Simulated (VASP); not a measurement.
# Ce (Fm-3m) in VASP: a series of runs, part 2 of 2

VASP 6.6.1. The steps go on from the part before.

**3. Single point, LDA**

INCAR

```
SYSTEM = Ce
ALGO = Normal ; EDIFF = 1E-6
ENCUT = 500 ; GGA_COMPAT = .FALSE.
ISIF = 2 ; ISMEAR = -1
LASPH = .TRUE. ; LCHARG = .TRUE.
LELF = .TRUE. ; LMAXMIX = 6
LREAL = .FALSE. ; LVHAR = .TRUE.
LWAVE = .FALSE. ; NBANDS = 12
NELM = 200 ; PREC = Accurate
SIGMA = 0.1
```

KPOINTS

```
k-points
0
G
  12 12 12
  0 0 0
```

POSCAR

```
Ce
1.0
    0.0000000000      2.2649297842      2.2649297842
    2.2649297842      0.0000000000      2.2649297842
    2.2649297842      2.2649297842      0.0000000000
Ce
1
Direct
    0.0000000000      0.0000000000      0.0000000000
```

Potentials or basis: VASP PAW LDA potentials, release 64 (Ce).

The run is started by

```console
cat potpaw_LDA.64/Ce/POTCAR > POTCAR
mpirun -np 1 vasp_std > vasp.out
```

OUTCAR:

```text
SYSTEM = Ce
   EDIFF = 1E-6
   ENCUT = 500
   ISIF = 2
   ISMEAR = -1
   LASPH = .TRUE.
   LREAL = .FALSE.
   NELM = 200
   PREC = Accurate

 ion  position               nearest neighbor table
   1  0.000  0.000  0.000-

  LATTYP: Found a face centered cubic cell.
 ALAT       =     4.5298595684

  Lattice vectors:

 A1 = (   0.0000000000,   2.2649297842,   2.2649297842)
 A2 = (   2.2649297842,   0.0000000000,   2.2649297842)
 A3 = (   2.2649297842,   2.2649297842,   0.0000000000)

Analysis of symmetry for initial positions (statically):
=====================================================================
 Subroutine PRICEL returns:
 Original cell was already a primitive cell.

 Routine SETGRP: Setting up the symmetry group for a
 face centered cubic supercell.

 Subroutine GETGRP returns: Found 48 space group operations
 (whereof 48 operations were pure point group operations)
 out of a pool of 48 trial point group operations.

The static configuration has the point symmetry O_h .

Analysis of symmetry for dynamics (positions and initial velocities):
=====================================================================
 Subroutine PRICEL returns:
 Original cell was already a primitive cell.

[... 168 lines left out ...]
      8      11.0832      0.02563
      9      11.0832      0.02563
     10      12.0136      0.00000
     11      12.0136      0.00000
     12      12.0136      0.00000
[... 331 lines left out ...]
 k-point    24 :      -0.4167    0.1667    0.0000
  band No.  band energies     occupation
      1     -23.2217      2.00000
      2      -8.3066      2.00000
      3      -6.0081      2.00000
      4      -5.3134      2.00000
      5       9.2507      2.00000
      6      10.0305      1.99588
      7      11.0995      0.02181
      8      11.1567      0.01238
      9      11.4470      0.00068
     10      11.5968      0.00015
     11      11.8380      0.00001
     12      11.8664      0.00001

 [... further k-points ...]

------------------------ aborting loop because EDIFF is reached ----------------------------------------

  FORCE on cell =-STRESS in cart. coord.  units (eV):
  Direction    XX          YY          ZZ          XY          YZ          ZX
  --------------------------------------------------------------------------------------
  -------------------------------------------------------------------------------------
  Total       -0.1261181     -0.1261181     -0.1261181      0.0000000      0.0000000      0.0000000
  in kB       -8.6954810     -8.6954810     -8.6954810      0.0000000      0.0000000      0.0000000
  external PRESSURE =      -8.6954810 kB  Pullay stress =       0.0000000 kB

 VOLUME and BASIS-vectors are now :
 -----------------------------------------------------------------------------
  energy-cutoff  :      500.00
  volume of cell :       23.24
      direct lattice vectors                 reciprocal lattice vectors
     0.000000000  2.264929784  2.264929784    -0.220757395  0.220757395  0.220757395
     2.264929784  0.000000000  2.264929784     0.220757395 -0.220757395  0.220757395
     2.264929784  2.264929784  0.000000000     0.220757395  0.220757395 -0.220757395

 POSITION                                       TOTAL-FORCE (eV/Angst)
 -----------------------------------------------------------------------------------
      0.00000      0.00000      0.00000         0.000000     -0.000000     -0.000000
 -----------------------------------------------------------------------------------
    total drift:                               -0.000000     -0.000000     -0.000000

  FREE ENERGIE OF THE ION-ELECTRON SYSTEM (eV)
  ---------------------------------------------------
  free  energy   TOTEN  =        -6.9385718215 eV

  energy  without entropy=       -6.8592256022  energy(sigma->0) =       -6.89889871
```

It took 13 s on 1 thread of AMD EPYC 9R45 (Zen 5), shared host; peak memory 0.12 GiB.

Results:

| Quantity | Value |
| --- | --- |
| Free energy | -6.9386 eV |
| Pressure | -0.9 GPa |
| Band gap on the k mesh | zero (bands 6 and 7 overlap by 0.31 eV) |

Levels at points of the mesh, in eV from the Fermi level:
```
           k point  band 4  band 5  band 6  band 7  band 8  band 9
(0.00, 0.00, 0.00)  -15.29   -2.41   -0.33    0.43    0.43    0.43
(0.50, 0.00, 0.00)  -15.80   -2.25   -0.23    0.51    0.51    0.95
(0.50, 0.50, 0.00)  -16.74   -3.41   -2.75    0.56    0.74    0.74
```

Caveat: spin-orbit coupling is left out, which moves the levels of the heavy elements; semilocal functionals describe open f shells poorly, which spoils levels, moments and volumes.

**4. Single point, LDA**

INCAR

```
SYSTEM = Ce
ALGO     = Normal         ! electronic algorithm
EDIFF    = 1E-6           ! SCF threshold, eV
ENCUT    = 500            ! plane-wave cutoff, eV
GGA      = CA             ! functional
GGA_COMPAT= .FALSE.      
ISIF     = 2              ! what is computed and relaxed
ISMEAR   = -1             ! smearing method
LASPH    = .TRUE.         ! aspherical terms in the spheres
LCHARG   = .TRUE.         ! write CHGCAR
LELF     = .TRUE.         ! ELF
LMAXMIX  = 6              ! l up to which the mixer works
LREAL    = .FALSE.        ! projectors in reciprocal space
LVHAR    = .TRUE.       
LWAVE    = .FALSE.        ! write WAVECAR
NBANDS   = 12             ! bands
NELM     = 200            ! most SCF steps
PREC     = Accurate       ! precision mode
SIGMA    = 0.1            ! smearing width, eV
```

KPOINTS is that of step 3.

POSCAR is that of step 3.

The run is started by

```console
cat potpaw_LDA.64/Ce/POTCAR > POTCAR
mpirun -np 1 vasp_std > vasp.out
```

It took 13 s on 1 thread of AMD EPYC 9R45 (Zen 5), shared host; peak memory 0.12 GiB.

The run converged. Its results:

- Free energy: -6.9386 eV
- Pressure: -0.9 GPa
- Band gap on the k mesh: zero (bands 6 and 7 overlap by 0.31 eV)

Levels at points of the mesh, in eV from the Fermi level:
| k point | band 4 | band 5 | band 6 | band 7 | band 8 | band 9 |
| --- | --- | --- | --- | --- | --- | --- |
| (0.00, 0.00, 0.00) | -15.29 | -2.41 | -0.33 | 0.43 | 0.43 | 0.43 |
| (0.50, 0.00, 0.00) | -15.80 | -2.25 | -0.23 | 0.51 | 0.51 | 0.95 |
| (0.50, 0.50, 0.00) | -16.74 | -3.41 | -2.75 | 0.56 | 0.74 | 0.74 |

Caveat: spin-orbit coupling is left out, which moves the levels of the heavy elements; semilocal functionals describe open f shells poorly, which spoils levels, moments and volumes.

**5. Single point, LDA**

INCAR

```
SYSTEM = Ce
PREC = Accurate
ENCUT = 500
EDIFF = 1E-6
ISMEAR = -1
SIGMA = 0.01
LREAL = .False.
LASPH = .True.
NELM = 200
ALGO = Normal
ISIF = 2
LWAVE = .False.
LCHARG = .False.
GGA = CA
NBANDS = 12
GGA_COMPAT = .False.
LMAXMIX = 6
```

KPOINTS

```
regular mesh
0
Gamma
  12 12 12
  0 0 0
```

POSCAR is that of step 4.

The run is started by

```console
cat potpaw_LDA.64/Ce/POTCAR > POTCAR
mpirun -np 1 vasp_std > vasp.out
```

Run time: 12 s. Hardware: 1 thread of AMD EPYC 9R45 (Zen 5), shared host; peak memory 0.12 GiB.

Results (log left out):

* Free energy: -6.9014 eV
* Pressure: -0.8 GPa
* Band gap on the k mesh: zero (bands 6 and 7 overlap by 0.31 eV)

Levels at points of the mesh, in eV from the Fermi level:
```csv
k point,band 2,band 3,band 4,band 5,band 6,band 7,band 8,band 9,band 10,band 11
"(0.00, 0.00, 0.00)",-15.35,-15.35,-15.35,-2.45,-0.40,0.36,0.36,0.36,1.28,1.28
"(0.50, 0.00, 0.00)",-19.32,-15.86,-15.86,-2.29,-0.30,0.43,0.43,0.87,1.10,1.10
"(0.50, 0.50, 0.00)",-19.02,-16.80,-16.80,-3.45,-2.80,0.48,0.66,0.66,0.79,0.97
```

Caveat: spin-orbit coupling is left out, which moves the levels of the heavy elements; semilocal functionals describe open f shells poorly, which spoils levels, moments and volumes. Spin polarisation is off, so any magnetic state and its effect on volume and gap are missing.

**6. Single point, LDA**

INCAR

```
SYSTEM = Ce
PREC     = Accurate       ! precision mode
ENCUT    = 500            ! plane-wave cutoff, eV
EDIFF    = 1E-6           ! SCF threshold, eV
ISMEAR   = -1             ! smearing method
SIGMA    = 0.03           ! smearing width, eV
LREAL    = .False.        ! projectors in reciprocal space
LASPH    = .True.         ! aspherical terms in the spheres
NELM     = 200            ! most SCF steps
ALGO     = Normal         ! electronic algorithm
ISIF     = 2              ! what is computed and relaxed
LWAVE    = .False.        ! write WAVECAR
LCHARG   = .True.         ! write CHGCAR
LELF     = .True.         ! ELF
LVHAR    = .True.       
NBANDS   = 12             ! bands
GGA_COMPAT= .False.      
LMAXMIX  = 6              ! l up to which the mixer works
```

KPOINTS

```
Automatic mesh
0
Gamma
  12 12 12
  0 0 0
```

POSCAR is that of step 5.

Potentials or basis: VASP PAW LDA potentials, release 64 (Ce).

The run is started by

```console
cat potpaw_LDA.64/Ce/POTCAR > POTCAR
mpirun -np 1 vasp_std > vasp.out
```

It took 13 s on 1 thread of AMD EPYC 9R45 (Zen 5), shared host; peak memory 0.12 GiB.

Results (log left out):

- Free energy: -6.9042 eV
- Pressure: -0.9 GPa
- Band gap on the k mesh: zero (bands 6 and 7 overlap by 0.31 eV)

Levels at points of the mesh, in eV from the Fermi level:
```csv
k point,band 3,band 4,band 5,band 6,band 7,band 8,band 9,band 10
"(0.00, 0.00, 0.00)",-15.34,-15.34,-2.45,-0.39,0.36,0.36,0.36,1.29
"(0.50, 0.00, 0.00)",-15.85,-15.85,-2.29,-0.30,0.44,0.44,0.88,1.11
"(0.50, 0.50, 0.00)",-16.79,-16.79,-3.44,-2.79,0.49,0.67,0.67,0.80
```

Caveat: spin-orbit coupling is left out, which moves the levels of the heavy elements; semilocal functionals describe open f shells poorly, which spoils levels, moments and volumes.

**7. Overview**

| k mesh | smearing | gap on the mesh (eV) | pressure (GPa) |
| --- | --- | --- | --- |
| 10 × 10 × 10 | fermi-dirac 0.1 eV | none | -0.7 |
| 12 × 12 × 12 | fermi-dirac 0.1 eV | none | -0.9 |
| 12 × 12 × 12 | fermi-dirac 0.01 eV | none | -0.8 |
| 12 × 12 × 12 | fermi-dirac 0.03 eV | none | -0.9 |

Alike in all rows: task single point; level LDA; potentials or basis VASP PAW LDA potentials, release 64 (Ce); no spin polarisation; cell as given; cutoff (eV) 500.

Caveats: spin-orbit coupling is left out, which moves the levels of the heavy elements; semilocal functionals describe open f shells poorly, which spoils levels, moments and volumes.

Total energies depend on the potentials used, so only differences within one code and one set of settings carry meaning.
